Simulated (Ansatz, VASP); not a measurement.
**Rh: VASP beside Ansatz**

File INCAR:

```
ALGO = Normal ; EDIFF = 1E-6
ENCUT = 500 ; GGA = PS
GGA_COMPAT = False ; ISIF = 2
ISMEAR = 0 ; LASPH = True
LCHARG = False ; LREAL = False
LWAVE = False ; NBANDS = 22
NELM = 120 ; PREC = Accurate
SIGMA = 0.15
```

Contents of KPOINTS:

```
k-points
0
Gamma
  18 18 12
```

POSCAR

```
Rh
1.0
    2.7309790422      0.0000000000      0.0000000000
   -1.3654895211      2.3650972278      0.0000000000
    0.0000000000      0.0000000000      4.3620616650
Rh
2
Direct
    0.6666666667      0.3333333333      0.7500000000
    0.3333333333      0.6666666667      0.2500000000
```

Input for Ansatz:

```yaml
crystal:
  lattice:
    - [2.7309790422, 0.0, 0.0]
    - [-1.3654895211, 2.3650972278, 0.0]
    - [0.0, 0.0, 4.362061665]
  atoms:
    - { symbol: Rh, position: [0.6666666667, 0.3333333333, 0.75] }
    - { symbol: Rh, position: [0.3333333333, 0.6666666667, 0.25] }
basis:
  ecutwfc: 420
kpoints:
  mp_grid: { grid: [18, 18, 12] }
hamiltonian:
  xc: pbesol
scf:
  occupations: { method: gaussian, width: 0.15 }
output:
  forces: true
  stress: true
  eigenvalues: true
  write_density: true
  write_potential: true
  elf: true
  volumetric_format: npy
```

Change from the starting cell: strain +0.000 along x and y, -0.015 along z, atoms carried along.

Alike in both runs: task single point; functional PBEsol; k mesh 18 × 18 × 12; occupations gaussian, width 0.15 eV; no spin polarisation.

|  | VASP | Ansatz |
| --- | --- | --- |
| version | VASP 6.6.1 | Ansatz 0.2.0 |
| potentials or method | VASP PAW PBE potentials, release 64 (Rh_pv), cutoff 500 eV | scalar-relativistic, plane waves, PAW |
| valence electrons in the cell | 30 | 34 |

```csv
,VASP,Ansatz,Ansatz less VASP
gap on the k mesh at the Fermi level (eV),none,none,-
pressure (GPa),-10.2,-10.1,+0.07
"traceless stress, the component that is largest in VASP (GPa)",1.38,1.36,-0.018
```

VASP's potentials were made for PBE, not for PBEsol. A gap of «none» marks a metal or a gap that the smearing closes. VASP's potentials hold 30 valence electrons a cell and Ansatz's 34, so a difference there can come from the potentials and not from the codes.
